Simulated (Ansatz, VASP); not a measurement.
LiTaO2 in VASP and in Ansatz

```
Li Ta O
1.0
     3.69363    0.00000    0.00000
    -1.84682    3.19878    0.00000
     0.00000    0.00000    5.71036
Li Ta O
1 1 2
Direct
  0.00000 0.00000 0.50000
  0.00000 0.00000 0.00000
  0.33333 0.66667 0.00000
  0.66667 0.33333 0.00000
```

Alike in both runs: functional PBE; k mesh 6 × 6 × 4; occupations gaussian, width 0.1 eV; no spin polarisation.

Ansatz relaxed the structure, and its values are those at the end. VASP's run is a single point on that final structure, the one shown.

|  | VASP | Ansatz |
| --- | --- | --- |
| version | VASP 6.6.1 | Ansatz 0.2.0 |
| potentials or method | VASP PAW PBE potentials, release 64 (Li_sv, Ta_sv_GW, O), cutoff 880 eV | scalar-relativistic, plane waves, PAW |
| valence electrons in the cell | 28 | 28 |

```tsv
	VASP	Ansatz	Ansatz less VASP
gap on the k mesh at the Fermi level (eV)	none	none	-
pressure (GPa)	0.0	0.0	0.00
```

A gap of «none» marks a metal or a gap that the smearing closes.

Neither program's run includes spin-orbit coupling.
